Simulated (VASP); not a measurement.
Ti, 1 atom in the cell. Symmetry: Pm-3m, No. 221, cubic system. Conventional cell: a = 2.525 Å, b = 2.525 Å, c = 2.525 Å, α = 90.00°, β = 90.00°, γ = 90.00°. Ti (site symmetry m-3m) has 6 Ti at 2.52 Å within 3.3 Å.  This cell differs from its parent crystal: volume scaled by 0.92.

```yaml
Program: VASP 6.6.1
Task: single point
Functional: PBEsol
Potentials_or_basis: VASP PAW PBE potentials, release 64 (Ti_sv)
Cutoff: 520 eV
k_mesh: 14 × 14 × 14
Occupations: fermi-dirac, width 0.08 eV
Spin: no spin polarisation
Dipole_correction: no
Further_INCAR_settings: ALGO = Normal; EDIFF = 1e-06; NBANDS = 12
```

Potentials or basis: VASP PAW PBE potentials, release 64 (Ti_sv).

Run with:

```console
$ cat potpaw_PBE.64/Ti_sv/POTCAR > POTCAR
$ mpirun -np 1 vasp_std > vasp.out
```

Hardware: 1 thread of AMD EPYC 7R43 64-Core Processor (Zen 3), with other jobs on the host.

Q: How long does it take, and how much memory?

A: Run time: 13 s on 1 thread of AMD EPYC 7R43 64-Core Processor (Zen 3) (shared host), peak memory 0.1 GiB. Counts: scf iterations 12, k points 120.
